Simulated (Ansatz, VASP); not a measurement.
## Two plane-wave programs on MgO

POSCAR

```
MgO
1.0
    0.0000000000      2.1905000000      2.1905000000
    2.1905000000      0.0000000000      2.1905000000
    2.1905000000      2.1905000000      0.0000000000
Mg O
1 1
Direct
    0.0000000000      0.0000000000      0.0000000000
    0.5000000000      0.5000000000      0.5000000000
```

INCAR.step1

```
SYSTEM = MgO
ALGO = Normal
EDIFF = 1E-4
ENCUT = 520
GGA = PE
ISMEAR = -1
LASPH = .True.
LCHARG = .False.
LREAL = .False.
LWAVE = .True.
NBANDS = 11
NELM = 60
PREC = Accurate
SIGMA = 0.001
```

The input INCAR.step2:

```
SYSTEM = MgO
ALGO = Normal
EDIFF = 1E-7
ENCUT = 520
ISIF = 2
ISMEAR = -1
ISTART = 1
LASPH = .True.
LCHARG = .False.
LMIXTAU = .True.
LREAL = .False.
LWAVE = .False.
METAGGA = R2SCAN
NBANDS = 11
NELM = 60
PREC = Accurate
SIGMA = 0.001
```

The input KPOINTS:

```
k-points
0
Gamma
  8 8 8
  0 0 0
```

Input for Ansatz:

```yaml
crystal:
  lattice:
    - [0.0, 2.1905, 2.1905]
    - [2.1905, 0.0, 2.1905]
    - [2.1905, 2.1905, 0.0]
  atoms:
    - { symbol: Mg, position: [0.0, 0.0, 0.0] }
    - { symbol: O, position: [0.5, 0.5, 0.5] }
hamiltonian:
  xc: r2scan
  pseudopotentials: { kind: paw }
basis:
  ecutwfc: 500
kpoints:
  mp_grid: { grid: [8, 8, 8] }
scf:
  occupations: { method: fermi_dirac, width: 0.001 }
  lower_state_search: "off"
  algorithm: density_mixing
  max_iter: 50
  mixing: {}
output:
  forces: true
  stress: true
```

Alike in both runs: task single point; functional r2SCAN; k mesh 8 × 8 × 8; occupations fermi-dirac, width 0.001 eV; no spin polarisation.

|  | VASP | Ansatz |
| --- | --- | --- |
| version | VASP 6.6.1 | Ansatz 0.2.0 |
| potentials or method | VASP PAW PBE potentials, release 64 (Mg, O), cutoff 520 eV | PAW, plane waves, scalar-relativistic |
| valence electrons in the cell | 8 | 16 |

```csv
,VASP,Ansatz,Ansatz less VASP
pressure (GPa),-17.0,-16.0,+1.02
```

VASP's potentials were made for PBE, not for r2SCAN. VASP's potentials hold 8 valence electrons a cell and Ansatz's 16, so a difference there can come from the potentials and not from the codes.
